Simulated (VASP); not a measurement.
A run of VASP 6.6.1:

Contents of INCAR:

```
PREC = Accurate
ENCUT = 500
EDIFF = 1E-6
ISMEAR = -1
SIGMA = 0.05
LREAL = False
LASPH = True
NELM = 120
ALGO = Normal
ISIF = 2
LWAVE = False
LCHARG = True
GGA = PE
LELF = True
LVHAR = True
NBANDS = 16
GGA_COMPAT = False
```

Contents of KPOINTS:

```
regular mesh
0
Gamma
  5 5 5
```

The input POSCAR:

```
AgBr
1.0
    0.0000000000      2.8701500000      2.8701500000
    2.8701500000      0.0000000000      2.8701500000
    2.8701500000      2.8701500000      0.0000000000
Ag Br
1 1
Direct
    0.0000000000      0.0000000000      0.0000000000
    0.5000000000      0.5000000000      0.5000000000
```

Potentials or basis: VASP PAW PBE potentials, release 64 (Ag, Br).

Run with:

```console
$ cat potpaw_PBE.64/Ag/POTCAR potpaw_PBE.64/Br/POTCAR > POTCAR
$ mpirun -np 1 vasp_std > vasp.out
```

Hardware: 1 thread of Intel(R) Xeon(R) Platinum 8259CL CPU @ 2.50GHz (Skylake/Cascade Lake), with other jobs on the host.

Question: How long does it take, and how much memory?

Answer: Wall time 9.8 s on 1 thread of Intel(R) Xeon(R) Platinum 8259CL CPU @ 2.50GHz (Skylake/Cascade Lake), with other jobs on the host, peak memory 0.16 GiB. Counts: scf iterations 12, k points 10.
